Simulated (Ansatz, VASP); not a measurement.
One calculation of GaN, two programs

POSCAR

```
GaN
1.0
    0.0000000000      2.2139409981      2.0181196477
    2.2139409981      0.0000000000      2.0181196477
    2.2139409981      2.2139409981      0.0000000000
Ga N
1 1
Direct
    0.0000000000      0.0000000000      0.0000000000
    0.5000000000      0.5000000000      0.5000000000
```

INCAR.step1

```
SYSTEM = GaN
PREC = Accurate ; ENCUT = 520
ISMEAR = -1 ; SIGMA = 0.02
LREAL = .False. ; LASPH = .True.
NELM = 80 ; NBANDS = 16
GGA = PE ; ALGO = Normal
EDIFF = 1E-4 ; LWAVE = .True.
LCHARG = .False.
```

INCAR.step2

```
SYSTEM = GaN
PREC = Accurate ; ENCUT = 520
EDIFF = 1E-7 ; ISMEAR = -1
SIGMA = 0.02 ; LREAL = .False.
LASPH = .True. ; NELM = 80
ALGO = Normal ; ISIF = 2
LWAVE = .False. ; LCHARG = .True.
METAGGA = R2SCAN ; LMIXTAU = .True.
LELF = .True. ; LVHAR = .True.
NBANDS = 16 ; ISTART = 1
```

File KPOINTS:

```
Automatic mesh
0
Gamma
  10 10 10
  0 0 0
```

Input for Ansatz:

```yaml
crystal:
  lattice:
    - [0.0, 2.2139409981, 2.0181196477]
    - [2.2139409981, 0.0, 2.0181196477]
    - [2.2139409981, 2.2139409981, 0.0]
  atoms:
    - { symbol: Ga, position: [0.0, 0.0, 0.0] }
    - { symbol: "N", position: [0.5, 0.5, 0.5] }
kpoints:
  mp_grid: { grid: [10, 10, 10] }
  band_path:
    path:
      - [0.0, 0.0, 0.0]
      - [0.5, 0.0, 0.5]
      - [0.625, 0.25, 0.625]
      - [0.375, 0.375, 0.75]
      - [0.5, 0.5, 0.5]
      - [0.5, 0.25, 0.75]
      - [0.015625, 0.195312, -0.179687]
      - [0.5, 0.5, 0.0]
    npoints: 1
hamiltonian:
  xc: r2scan
scf:
  occupations: { method: fermi_dirac, width: 0.02 }
  n_extra_bands: 4
output:
  forces: true
  stress: true
  eigenvalues: true
```

Change from the starting cell: epitaxial_xy strain +5.0%.

Alike in both runs: task single point; functional r2SCAN; k mesh 10 × 10 × 10; occupations fermi-dirac, width 0.02 eV; no spin polarisation.

|  | VASP | Ansatz |
| --- | --- | --- |
| version | VASP 6.6.1 | Ansatz 0.2.0 |
| potentials or method | VASP PAW PBE potentials, release 64 (Ga_d, N) | plane waves, PAW |
| plane-wave cutoff (eV) | 520 | 500 |
| valence electrons in the cell | 18 | 18 |

|  | VASP | Ansatz | Ansatz less VASP |
| --- | --- | --- | --- |
| pressure (GPa) | -7.7 | -8.7 | -0.96 |
| traceless stress, the component that is largest in VASP (GPa) | 9.35 | 8.64 | -0.709 |

VASP's potentials were made for PBE, not for r2SCAN.
